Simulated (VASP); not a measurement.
Write the native input for VASP 6.6.1 that does the following.

```
Task                   : single point
Functional             : LDA
Potentials or basis    : VASP PAW LDA potentials, release 64 (Ag)
Cutoff                 : 520 eV
k mesh                 : 18 × 18 × 18
Occupations            : fermi-dirac, width 0.05 eV
Spin                   : no spin polarisation
Dipole correction      : no
Further INCAR settings : ALGO = Normal; EDIFF = 1e-06; NBANDS = 12
```

The structure of Ag lies in POSCAR:

```
Ag
1.0
    0.0000000000      1.8418607896      1.8418607896
    1.8418607896      0.0000000000      1.8418607896
    1.8418607896      1.8418607896      0.0000000000
Ag
1
Direct
    0.0000000000      0.0000000000      0.0000000000
```

These files were run (other wordings do the same):

INCAR

```
ALGO = Normal
EDIFF = 1E-6
ENCUT = 520
GGA = CA
ISIF = 2
ISMEAR = -1
LASPH = True
LCHARG = False
LREAL = False
LWAVE = False
NBANDS = 12
NELM = 60
PREC = Accurate
SIGMA = 0.05
```

KPOINTS

```
k-points
0
Gamma
  18 18 18
```

Potentials or basis: VASP PAW LDA potentials, release 64 (Ag).

Run with:

```console
$ cat potpaw_LDA.64/Ag/POTCAR > POTCAR
$ mpirun -np 1 vasp_std > vasp.out
```

It gave:

```
Pressure               : 68.9 GPa
Band gap on the k mesh : zero (an odd number of electrons rules out a gap without spin polarisation)
```

Caveat: the cell stands under pressure.

Wall time 8.7 s on 1 thread of Intel(R) Xeon(R) 6975P-C (Granite Rapids), on a shared host, peak memory 0.14 GiB.
